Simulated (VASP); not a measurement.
A run of VASP 6.6.1 is set up as follows.

INCAR

```
SYSTEM = Hf3Au
PREC = Accurate ; ENCUT = 520
EDIFF = 1E-6 ; ISMEAR = 1
SIGMA = 0.1 ; LREAL = .False.
LASPH = .True. ; NELM = 80
ALGO = Normal ; ISIF = 2
LWAVE = .False. ; LCHARG = .False.
GGA = PS ; NBANDS = 28
```

File KPOINTS:

```
regular mesh
0
Gamma
  5 5 5
  0 0 0
```

Contents of POSCAR:

```
Hf3Au
1.0
    4.4498885969      0.0000000000      0.0000000000
    0.0000000000      4.4498885969      0.0000000000
    0.0000000000      0.0000000000      4.4498885969
Hf Au
3 1
Direct
    0.5000000000      0.0000000000      0.0000000000
    0.0000000000      0.5000000000      0.0000000000
    0.0000000000      0.0000000000      0.5000000000
    0.5000000000      0.5000000000      0.5000000000
```

Potentials or basis: VASP PAW PBE potentials, release 64 (Hf_pv, Au).

Launch:

```sh
$ cat potpaw_PBE.64/Hf_pv/POTCAR potpaw_PBE.64/Au/POTCAR > POTCAR
$ mpirun -np 1 vasp_std > vasp.out
```

(1) What does it give for the pressure?

## Answers

(1) -12.3 GPa.

Caveat: the PAW data sets were made with another functional, which shifts forces and pressure a little.
